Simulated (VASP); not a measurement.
Set up this calculation in VASP 6.6.1, as the native input.

```yaml
Task: single point
Functional: PBEsol
Potentials_or_basis: VASP PAW PBE potentials, release 64 (Sc_sv)
Cutoff: 520 eV
k_mesh: 15 × 15 × 8
Occupations: fermi-dirac, width 0.1 eV
Spin: no spin polarisation
Dipole_correction: no
Further_INCAR_settings: ALGO = Normal; EDIFF = 1e-06; NBANDS = 18
```

The structure of Sc lies in POSCAR:

```
Sc
1.0
    2.7124674807      0.0000000000      0.0000000000
   -1.3562337404      2.3490657453      0.0000000000
    0.0000000000      0.0000000000      4.3192968528
Sc
2
Direct
    0.3333333333      0.6666666667      0.2500000000
    0.6666666667      0.3333333333      0.7500000000
```

This cell differs from its parent crystal: volume scaled by 0.58.

The input as run:

INCAR

```
SYSTEM = Sc
PREC     = Accurate       ! precision mode
ENCUT    = 520            ! plane-wave cutoff, eV
EDIFF    = 1E-6           ! SCF threshold, eV
ISMEAR   = -1             ! smearing method
SIGMA    = 0.1            ! smearing width, eV
LREAL    = .False.        ! projectors in reciprocal space
LASPH    = .True.         ! aspherical terms in the spheres
NELM     = 60             ! most SCF steps
ALGO     = Normal         ! electronic algorithm
ISIF     = 2              ! what is computed and relaxed
LWAVE    = .False.        ! write WAVECAR
LCHARG   = .False.        ! write CHGCAR
GGA      = PS             ! functional
NBANDS   = 18             ! bands
```

KPOINTS

```
Automatic mesh
0
Gamma
  15 15 8
  0 0 0
```

Potentials or basis: VASP PAW PBE potentials, release 64 (Sc_sv).

The run is started by

```bash
$ cat potpaw_PBE.64/Sc_sv/POTCAR > POTCAR
$ mpirun -np 1 vasp_std > vasp.out
```

Results of the run:

```yaml
Pressure: 67.8 GPa
Band_gap_on_the_k_mesh: zero (band 11 reaches 9.88 eV, above the bottom of band 12 at 7.10 eV)
```

Caveat: the PAW data sets were made with another functional, which shifts forces and pressure a little.

Run time: 39 s on 1 thread of Intel(R) Xeon(R) Platinum 8259CL CPU @ 2.50GHz (Skylake/Cascade Lake), with other jobs on the host, peak memory 0.17 GiB.
